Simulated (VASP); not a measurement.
Sn: single point with PBE

Crystal: Sn.

```
CELL_PARAMETERS angstrom
0.00000 2.39294 2.39294
2.39294 0.00000 2.39294
2.39294 2.39294 0.00000
ATOMIC_POSITIONS crystal
Sn 0.00000 0.00000 0.00000
```

This isn't the form of Sn at room conditions, which is tetragonal (white tin).

```json
{"Program": "VASP 6.6.1", "Task": "single point", "Functional": "PBE", "Potentials or basis": "VASP PAW PBE potentials, release 64 (Sn_d)", "Cutoff": "500 eV", "k mesh": "8 × 8 × 8", "Occupations": "gaussian, width 0.05 eV", "Spin": "no spin polarisation"}
```

The pressure is 1.2 GPa and the band gap on the k mesh is zero (bands 7 and 8 overlap by 9.37 eV).

Levels at points of the mesh, in eV from the Fermi level:
```
           k point  band 5  band 6  band 7  band 8  band 9  band 10
(0.00, 0.00, 0.00)  -21.53  -11.12    7.59    7.59    7.59    10.55
(0.50, 0.00, 0.00)  -21.45   -6.82   -4.64    5.70    5.70     9.93
(0.50, 0.50, 0.00)  -21.43   -4.94   -3.64    2.01    2.01     5.33
```

It took 5.2 s on 1 thread of Intel(R) Xeon(R) 6975P-C (Granite Rapids), with other jobs on the host, peak memory 0.15 GiB.

Caveat: spin-orbit coupling is left out, which moves the levels of the heavy elements.
